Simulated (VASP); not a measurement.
# Ag (Im-3m) in VASP: a series of runs

The runs below take Ag through single point, relaxation of cell and atoms, with PBE.

Program: VASP 6.6.1. These are calculated values, not measurements. Logs are shortened: lines on timing, memory, paths and dates and some standing lists are left out, and cuts for length are marked.

## 1. The cell of the first run

Symmetry: Im-3m, No. 229, cubic system. The conventional cell has a = 2.637 Å, b = 2.637 Å, c = 2.637 Å, α = 90.00°, β = 90.00°, γ = 90.00°. Within 3.0 Å of Ag (site symmetry m-3m) lie 14 Ag at 2.28 to 2.64 Å.

## 2. Single point, PBE

The input, INCAR:

```
SYSTEM = Ag
ALGO = Normal
EDIFF = 1E-6
ENCUT = 520
GGA = PE
ISIF = 2
ISMEAR = -1
LASPH = .True.
LCHARG = .True.
LELF = .True.
LREAL = .False.
LVHAR = .True.
LWAVE = .False.
NBANDS = 12
NELM = 60
PREC = Accurate
SIGMA = 0.05
```

The input, KPOINTS:

```
k-points
0
Gamma
  20 20 20
  0 0 0
```

The input, POSCAR:

```
Ag
1.0
   -1.3182859968      1.3182859968      1.3182859968
    1.3182859968     -1.3182859968      1.3182859968
    1.3182859968      1.3182859968     -1.3182859968
Ag
1
Direct
    0.0000000000      0.0000000000      0.0000000000
```

Potentials or basis: VASP PAW PBE potentials, release 64 (Ag).

Command:

```bash
cat potpaw_PBE.64/Ag/POTCAR > POTCAR
mpirun -np 1 vasp_std > vasp.out
```

OUTCAR:

```text
SYSTEM = Ag
   EDIFF = 1E-6
   ENCUT = 520
   GGA = PE
   ISIF = 2
   ISMEAR = -1
   LASPH = .True.
   LREAL = .False.
   NELM = 60
   PREC = Accurate

 ion  position               nearest neighbor table
   1  0.000  0.000  0.000-

  LATTYP: Found a body centered cubic cell.
 ALAT       =     2.6365719936

  Lattice vectors:

 A1 = (  -1.3182859968,   1.3182859968,   1.3182859968)
 A2 = (   1.3182859968,  -1.3182859968,   1.3182859968)
 A3 = (   1.3182859968,   1.3182859968,  -1.3182859968)

Analysis of symmetry for initial positions (statically):
=====================================================================
 Subroutine PRICEL returns:
 Original cell was already a primitive cell.

 Routine SETGRP: Setting up the symmetry group for a
 body centered cubic supercell.

 Subroutine GETGRP returns: Found 48 space group operations
 (whereof 48 operations were pure point group operations)
 out of a pool of 48 trial point group operations.

The static configuration has the point symmetry O_h .

Analysis of symmetry for dynamics (positions and initial velocities):
=====================================================================
 Subroutine PRICEL returns:
 Original cell was already a primitive cell.

 Routine SETGRP: Setting up the symmetry group for a
 body centered cubic supercell.

 Subroutine GETGRP returns: Found 48 space group operations
 (whereof 48 operations were pure point group operations)
 out of a pool of 48 trial point group operations.

The dynamic configuration has the point symmetry O_h .

 Subroutine INISYM returns: Found 48 space group operations
 (whereof 48 operations are pure point group operations),
 and found     1 'primitive' translations

----------------------------------------------------------------------------------------

                                     Primitive cell

  volume of cell :       9.1641

  direct lattice vectors                    reciprocal lattice vectors
    -1.318285997  1.318285997  1.318285997     0.000000000  0.379280370  0.379280370
     1.318285997 -1.318285997  1.318285997     0.379280370  0.000000000  0.379280370
     1.318285997  1.318285997 -1.318285997     0.379280370  0.379280370  0.000000000

  length of vectors
     2.283338325  2.283338325  2.283338325     0.536383443  0.536383443  0.536383443

  position of ions in fractional coordinates (direct lattice)
     0.000000000  0.000000000  0.000000000

  ion indices of the primitive-cell ions
   primitive index   ion index
                 1           1

----------------------------------------------------------------------------------------

 KPOINTS: k-points

Automatic generation of k-mesh.
 Grid dimensions read from file:
 generate k-points for:   20   20   20

 Generating k-lattice:

  Cartesian coordinates                     Fractional coordinates (reciprocal lattice)
     0.000000000  0.018964018  0.018964018     0.050000000  0.000000000  0.000000000
     0.018964018  0.000000000  0.018964018     0.000000000  0.050000000  0.000000000
     0.018964018  0.018964018  0.000000000     0.000000000  0.000000000  0.050000000

  Length of vectors
     0.026819172  0.026819172  0.026819172

  Shift w.r.t. Gamma in fractional coordinates (k-lattice)
     0.000000000  0.000000000  0.000000000

 Subroutine IBZKPT returns following result:
 ===========================================

 Found    256 irreducible k-points:

 Following reciprocal coordinates:
            Coordinates               Weight
  0.000000  0.000000  0.000000      1.000000
  0.050000  0.000000  0.000000     12.000000
  0.100000  0.000000  0.000000     12.000000
  0.150000  0.000000  0.000000     12.000000
  0.200000  0.000000  0.000000     12.000000
  0.250000  0.000000  0.000000     12.000000
[... 16 lines left out ...]
  0.200000  0.100000  0.000000     48.000000
  0.250000  0.100000  0.000000     48.000000
 [... further k-points ...]
   k-points           NKPTS =    256   k-points in BZ     NKDIM =    256   number of bands    NBANDS=     12
   number of dos      NEDOS =    301   number of ions     NIONS =      1
   total plane-waves  NPLWV =   5832
   dimension x,y,z NGX =    18 NGY =   18 NGZ =   18
   dimension x,y,z NGXF=    36 NGYF=   36 NGZF=   36
   ions per type =               1
   NGX,Y,Z   is equivalent  to a cutoff of  13.11, 13.11, 13.11 a.u.
   NGXF,Y,Z  is equivalent  to a cutoff of  26.21, 26.21, 26.21 a.u.
 SYSTEM =  Ag
   PREC   = accura    normal or accurate (medium, high low for compatibility)
   ISTART =      0    job   : 0-new  1-cont  2-samecut
   ICHARG =      2    charge: 1-file 2-atom 10-const
   ISPIN  =      1    spin polarized calculation?
   LNONCOLLINEAR =      F non collinear calculations
   LSORBIT =      F    spin-orbit coupling
   LASPH  =      T    aspherical Exc in radial PAW
   ENCUT  =  520.0 eV  38.22 Ry    6.18 a.u.   4.25  4.25  4.25*2*pi/ulx,y,z
   NELM   =     60;   NELMIN=  2; NELMDL= -5     # of ELM steps
   EDIFF  = 0.1E-05   stopping-criterion for ELM
   LREAL  =      F    real-space projection
   EDIFFG = 0.1E-04   stopping-criterion for IOM
   NSW    =      0    number of steps for IOM
   IBRION =     -1    ionic relax: 0-MD 1-quasi-New 2-CG
   NFREE  =      0    steps in history (QN), initial steepest desc. (CG)
   ISIF   =      2    stress and relaxation
   ISYM   =      2    0-nonsym 1-usesym 2-fastsym
   POTIM  = 0.5000    time-step for ionic-motion
   TEBEG  =    0.0;   TEEND  =   0.0 temperature during run
   PSTRESS=    0.0 pullay stress
   NELECT =      11.0000    total number of electrons
   NUPDOWN=      -1.0000    fix difference up-down
   EMIN   =  10.00;   EMAX   =-10.00  energy-range for DOS
   EFERMI =   0.00;   METHOD = LEGACY
   ISMEAR =    -1;   SIGMA  =   0.05  broadening in eV -4-tet -1-fermi 0-gaus
   EFERMI_NEDOS =   21; number of points for ismear=-14 and -15
   IALGO  =     38    algorithm
   IMIX   =      4    mixing-type and parameters
     AMIX     =   0.40;   BMIX     =  1.00
     AMIX_MAG =   1.60;   BMIX_MAG =  1.00
  volume/ion in A,a.u.               =       9.16        61.84
  Fermi-wavevector in a.u.,A,eV,Ry     =   1.739840  3.287822 41.185445  3.027045
  Thomas-Fermi vector in A             =   2.812604
   LORBIT       =      0    0 simple, 1 ext, 2 COOP (PROOUT), +10 PAW based schemes
   GGA     = PE    functional components
   LHFCALC =     F    Hartree Fock is set to
   AEXX    =    0.0000 exact exchange contribution
   IVDW    =     0    specifies the selected vdW correction
   LEPSILON=     F    determine dielectric tensor
   LRPA    =     F    only Hartree local field effects (RPA)
 non-spin polarized calculation
  energy-cutoff  :      520.00
  volume of cell :        9.16
 maximum number of plane-waves:       255
 NGX is ok and might be reduce to    18
   NGX =  9   NGY =  9   NGZ =  9

 number of electron      10.9999994 magnetization

 Free energy of the ion-electron system (eV)
  ---------------------------------------------------
  ext. energy  EPLUGINS =         0.00000000
  ---------------------------------------------------
  free energy    TOTEN  =         2.57842957 eV

  energy without entropy =        2.57931436  energy(sigma->0) =        2.57887196

 E-fermi :  21.7171     XC(G=0): -16.3257

 val. band max:       21.7016159134   @ k =  -0.3500   0.4500   0.1000
 cond. band min:      21.8998540443   @ k =   0.3000   0.1000   0.1000
 fundamental gap:      0.1982381309
 Fermi energy:        21.7170941417

 k-point     1 :       0.0000    0.0000    0.0000
  band No.  band energies     occupation
      1       7.3375      2.00000
      2      12.0954      2.00000
      3      12.0954      2.00000
      4      12.0954      2.00000
      5      15.6065      2.00000
      6      15.6065      2.00000
      7      39.2109      0.00000
      8      39.2109      0.00000
      9      39.2109      0.00000
     10      53.7623      0.00000
     11      53.7623      0.00000
     12      54.9464      0.00000

 k-point     2 :       0.0500    0.0000    0.0000
  band No.  band energies     occupation
      1       7.4832      2.00000
      2      12.0313      2.00000
      3      12.0962      2.00000
      4      12.2191      2.00000
      5      15.5210      2.00000
      6      15.6105      2.00000
      7      39.2908      0.00000
      8      39.3635      0.00000
      9      39.4356      0.00000
     10      52.6921      0.00000
     11      53.5435      0.00000
     12      54.9230      0.00000

 k-point     3 :       0.1000    0.0000    0.0000
  band No.  band energies     occupation
      1       7.8972      2.00000
      2      11.8489      2.00000
      3      12.0984      2.00000
      4      12.5850      2.00000
      5      15.3117      2.00000
      6      15.6245      2.00000
      7      39.4684      0.00000
      8      39.7128      0.00000
      9      40.0958      0.00000
     10      50.8674      0.00000
     11      52.8544      0.00000
     12      54.9361      0.00000

 k-point     4 :       0.1500    0.0000    0.0000
  band No.  band energies     occupation
      1       8.4903      2.00000
      2      11.5748      2.00000
      3      12.1309      2.00000
      4      13.1770      2.00000
      5      15.0940      2.00000
      6      15.6540      2.00000
      7      39.5459      0.00000
      8      39.9420      0.00000
      9      41.1528      0.00000
     10      49.4429      0.00000
     11      51.9522      0.00000
     12      55.0385      0.00000

 k-point     5 :       0.2000    0.0000    0.0000
  band No.  band energies     occupation
      1       9.0445      2.00000
      2      11.2450      2.00000
      3      12.3536      2.00000
      4      13.9668      2.00000
      5      14.9811      2.00000
      6      15.7045      2.00000
      7      39.2415      0.00000
      8      39.6213      0.00000
      9      42.5474      0.00000
     10      48.9305      0.00000
     11      51.3753      0.00000
     12      53.1812      0.00000
[... 228 lines left out ...]
      1       8.8409      2.00000
      2      11.6137      2.00000
      3      11.7719      2.00000
      4      13.7043      2.00000
      5      14.9074      2.00000
      6      15.7726      2.00000
      7      39.5869      0.00000
      8      40.4137      0.00000
      9      41.0448      0.00000
     10      48.7388      0.00000
     11      52.3757      0.00000
     12      53.6882      0.00000

 k-point    22 :       0.1500    0.1000    0.0000
  band No.  band energies     occupation
      1       9.3976      2.00000
      2      11.3448      2.00000
      3      11.7657      2.00000
      4      14.6318      2.00000
      5      14.7755      2.00000
      6      15.9100      2.00000
      7      39.3211      0.00000
      8      39.8427      0.00000
      9      42.0558      0.00000
     10      48.7288      0.00000
     11      49.9835      0.00000
     12      54.3634      0.00000

 k-point    23 :       0.2000    0.1000    0.0000
  band No.  band energies     occupation
      1       9.6145      2.00000
      2      10.9945      2.00000
      3      12.2403      2.00000
      4      14.7787      2.00000
      5      15.6709      2.00000
      6      16.1684      2.00000
      7      38.5034      0.00000
      8      38.6603      0.00000
      9      43.3790      0.00000
     10      47.5206      0.00000
     11      49.8778      0.00000
     12      54.3433      0.00000

 k-point    24 :       0.2500    0.1000    0.0000
  band No.  band energies     occupation
      1       9.4396      2.00000
      2      10.6657      2.00000
      3      13.1337      2.00000
      4      14.9426      2.00000
      5      16.0835      2.00000
      6      17.2204      2.00000
      7      36.7758      0.00000
      8      37.6495      0.00000
      9      44.5255      0.00000
     10      45.9508      0.00000
     11      51.1106      0.00000
     12      53.9605      0.00000

 [... further k-points ...]

------------------------ aborting loop because EDIFF is reached ----------------------------------------

  FORCE on cell =-STRESS in cart. coord.  units (eV):
  Direction    XX          YY          ZZ          XY          YZ          ZX
  --------------------------------------------------------------------------------------
  -------------------------------------------------------------------------------------
  Total       22.2482099     22.2482099     22.2482099     -0.0000000     -0.0000000      0.0000000
  in kB     3889.7057307   3889.7057307   3889.7057307     -0.0000000     -0.0000000      0.0000000
  external PRESSURE =    3889.7057307 kB  Pullay stress =       0.0000000 kB

 VOLUME and BASIS-vectors are now :
 -----------------------------------------------------------------------------
  energy-cutoff  :      520.00
  volume of cell :        9.16
      direct lattice vectors                 reciprocal lattice vectors
    -1.318285997  1.318285997  1.318285997     0.000000000  0.379280370  0.379280370
     1.318285997 -1.318285997  1.318285997     0.379280370  0.000000000  0.379280370
     1.318285997  1.318285997 -1.318285997     0.379280370  0.379280370  0.000000000

 POSITION                                       TOTAL-FORCE (eV/Angst)
 -----------------------------------------------------------------------------------
      0.00000      0.00000      0.00000        -0.000000     -0.000000     -0.000000
 -----------------------------------------------------------------------------------
    total drift:                                0.000000      0.000000     -0.000000

  FREE ENERGIE OF THE ION-ELECTRON SYSTEM (eV)
  ---------------------------------------------------
  free  energy   TOTEN  =         2.5784295654 eV

  energy  without entropy=        2.5793143607  energy(sigma->0) =        2.57887196
```

Wall time 14 s (1 thread of Intel Xeon Platinum 8488C (Sapphire Rapids), shared host); peak memory 0.14 GiB.

Results:

```
Free energy : 2.5784 eV
Pressure    : 389.0 GPa
```

## 3. Relaxation of cell and atoms, PBE, target pressure 390 GPa, at which the enthalpy is minimised

The input, INCAR:

```
SYSTEM = Ag
  ALGO = Normal
  EDIFF = 1E-6
  EDIFFG = -0.005
  ENCUT = 600
  GGA = PE
  IBRION = 2
  ISIF = 3
  ISMEAR = -1
  LASPH = .TRUE.
  LCHARG = .FALSE.
  LREAL = .FALSE.
  LWAVE = .FALSE.
  NELM = 80
  NSW = 60
  PREC = Accurate
  PSTRESS = 3900.0
  SIGMA = 0.05
```

The input, KPOINTS:

```
k-points
0
G
  20 20 20
  0 0 0
```

The input, POSCAR:

```
Ag
1.0
   -1.3177660795      1.3177660795      1.3177660795
    1.3177660795     -1.3177660795      1.3177660795
    1.3177660795      1.3177660795     -1.3177660795
Ag
1
Direct
    0.0000000000      0.0000000000      0.0000000000
```

Potentials or basis: VASP PAW PBE potentials, release 64 (Ag).

Command:

```bash
cat potpaw_PBE.64/Ag/POTCAR > POTCAR
mpirun -np 1 vasp_std > vasp.out
```

Wall time 20 s (1 thread of Intel Xeon 6975P-C (Granite Rapids), shared host); peak memory 0.15 GiB.

Results (log left out):

```
Free energy                                            : 2.5931 eV
Relaxed volume                                         : 9.16 Å³/atom
Relaxed cell                                           : a = 2.283 Å, b = 2.283 Å, c = 2.283 Å, α = 109.47°, β = 109.47°, γ = 109.47°
Space group after relaxing (to 0.05 Å)                 : Im-3m (No. 229)
Energy change on relaxing (the enthalpy is what falls) : -11.6 meV/atom
Ionic steps                                            : 3
Pressure after relaxing                                : 390.0 GPa
```

The path:
| step | energy change (eV) | largest force (eV/Å) | pressure (GPa) | volume (Å³) |
| --- | --- | --- | --- | --- |
| 1 | 0.0000 | 0.0000 | 390.87 | 9.15 |
| 2 | -0.1584 | 0.0000 | 379.49 | 9.22 |
| 3 | -0.0116 | 0.0000 | 389.97 | 9.16 |

Final structure:
```xyz
1
Lattice="-1.3180 1.3180 1.3180 1.3180 -1.3180 1.3180 1.3180 1.3180 -1.3180" Properties=species:S:1:pos:R:3 pbc="T T T"
Ag    0.0000    0.0000    0.0000
```

Levels at points of the mesh, in eV from the Fermi level:
```csv
k point,band 3,band 4,band 5,band 6,band 7,band 8,band 9
"(0.00, 0.00, 0.00)",-9.63,-9.63,-6.12,-6.12,17.49,17.49,17.49
"(0.50, 0.00, 0.00)",-6.10,-5.55,-2.96,-2.48,9.07,13.10,20.26
"(0.50, 0.50, 0.50)",-3.74,-3.74,-3.74,8.27,8.27,8.27,20.96
```

Caveat: the cell is relaxed towards a set pressure, so the enthalpy falls and the energy may rise.

## 4. Relaxation of cell and atoms, PBE, target pressure 390 GPa, at which the enthalpy is minimised

The input, INCAR:

```
SYSTEM = Ag
ALGO = Normal ; EDIFF = 1E-6
EDIFFG = -0.005 ; ENCUT = 600
GGA = PE ; IBRION = 2
ISIF = 3 ; ISMEAR = -1
LASPH = .True. ; LCHARG = .False.
LREAL = .False. ; LWAVE = .False.
NELM = 80 ; NSW = 32
PREC = Accurate ; PSTRESS = 3900.0
SIGMA = 0.05
```

The input, KPOINTS:

```
k-points
0
Gamma
  20 20 20
  0 0 0
```

The input, POSCAR:

```
Ag
1.0
   -1.3182859968      1.3182859968      1.3182859968
    1.3182859968     -1.3182859968      1.3182859968
    1.3182859968      1.3182859968     -1.3182859968
Ag
1
Direct
    0.0000000000      0.0000000000      0.0000000000
```

Command:

```bash
cat potpaw_PBE.64/Ag/POTCAR > POTCAR
mpirun -np 1 vasp_std > vasp.out
```

Run time: 20 s. Hardware: 1 thread of Intel Xeon 6975P-C (Granite Rapids), shared host; peak memory 0.15 GiB.

Results (log left out):

```
Free energy                                            : 2.5912 eV
Relaxed volume                                         : 9.16 Å³/atom
Relaxed cell                                           : a = 2.283 Å, b = 2.283 Å, c = 2.283 Å, α = 109.47°, β = 109.47°, γ = 109.47°
Space group after relaxing (to 0.05 Å)                 : Im-3m (No. 229)
Energy change on relaxing (the enthalpy is what falls) : +12.8 meV/atom
Ionic steps                                            : 4
Pressure after relaxing                                : 390.0 GPa
```

Step by step:
```
step  energy change (eV)  largest force (eV/Å)  pressure (GPa)  volume (Å³)
   1              0.0000                0.0000          388.96         9.16
   2              0.1952                0.0000          403.07         9.09
   3              0.0144                0.0000          390.13         9.16
   4              0.0128                0.0000          389.96         9.16
```

Final structure:
```yaml
crystal:
  lattice:
    - [-1.31803, 1.31803, 1.31803]
    - [1.31803, -1.31803, 1.31803]
    - [1.31803, 1.31803, -1.31803]
  atoms:
    - { symbol: Ag, position: [0.00000, 0.00000, 0.00000] }
```

Levels at points of the mesh, in eV from the Fermi level:
```tsv
k point	band 4	band 5	band 6	band 7	band 8	band 9
(0.00, 0.00, 0.00)	-9.63	-6.12	-6.12	17.49	17.49	17.49
(0.50, 0.00, 0.00)	-5.55	-2.96	-2.48	9.07	13.10	20.26
(0.50, 0.50, 0.50)	-3.74	-3.74	8.27	8.27	8.27	20.96
```

Caveat: the cell is relaxed towards a set pressure, so the enthalpy falls and the energy may rise.
